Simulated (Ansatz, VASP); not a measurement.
## Two plane-wave programs on LiCl

Contents of POSCAR:

```
LiCl
1.0
    0.0000000000      2.7075329873      2.3014030392
    2.7075329873      0.0000000000      2.3014030392
    2.7075329873      2.7075329873      0.0000000000
Li Cl
1 1
Direct
    0.0000000000      0.0000000000      0.0000000000
    0.5000000000      0.5000000000      0.5000000000
```

Contents of INCAR.step1:

```
SYSTEM = LiCl
  PREC = Accurate
  ENCUT = 520
  ISMEAR = 0
  SIGMA = 0.05
  LREAL = .FALSE.
  LASPH = .TRUE.
  NELM = 100
  NBANDS = 12
  GGA = PE
  ALGO = Normal
  EDIFF = 1E-4
  LWAVE = .TRUE.
  LCHARG = .FALSE.
```

The input INCAR.step2:

```
SYSTEM = LiCl
  PREC = Accurate
  ENCUT = 520
  EDIFF = 1E-6
  ISMEAR = 0
  SIGMA = 0.05
  LREAL = .FALSE.
  LASPH = .TRUE.
  NELM = 100
  ALGO = Normal
  ISIF = 2
  LWAVE = .FALSE.
  LCHARG = .FALSE.
  METAGGA = R2SCAN
  LMIXTAU = .TRUE.
  NBANDS = 12
  ISTART = 1
```

The input KPOINTS:

```
Automatic mesh
0
G
  8 8 8
  0 0 0
```

Input for Ansatz:

```yaml
crystal:
  lattice:
    - [0.0, 2.7075329873, 2.3014030392]
    - [2.7075329873, 0.0, 2.3014030392]
    - [2.7075329873, 2.7075329873, 0.0]
  atoms:
    - { symbol: Li, position: [0.0, 0.0, 0.0] }
    - { symbol: Cl, position: [0.5, 0.5, 0.5] }
basis:
  ecutwfc: 500
kpoints:
  mp_grid: { grid: [8, 8, 8] }
hamiltonian:
  xc: r2scan
scf:
  occupations: { method: gaussian, width: 0.05 }
output:
  forces: true
  stress: true
  eigenvalues: true
```

Alike in both runs: task single point; functional r2SCAN; k mesh 8 × 8 × 8; occupations gaussian, width 0.05 eV; no spin polarisation.

|  | VASP | Ansatz |
| --- | --- | --- |
| version | VASP 6.6.1 | Ansatz 0.2.0 |
| potentials or method | VASP PAW PBE potentials, release 64 (Li_sv, Cl), cutoff 520 eV | scalar-relativistic, plane waves, PAW |
| valence electrons in the cell | 10 | 10 |

Ansatz gave:

```
gap on the k mesh at the Fermi level (eV) : 7.04
least direct gap on the mesh (eV)         : 7.04
```

Problem. What did VASP give for the same quantities?

Solution. gap on the k mesh at the Fermi level (eV): 7.12; least direct gap on the mesh (eV): 7.12.

VASP's potentials were made for PBE, not for r2SCAN.

Noted on VASP's run: the cutoff is short for stress, so the pressure is rough.
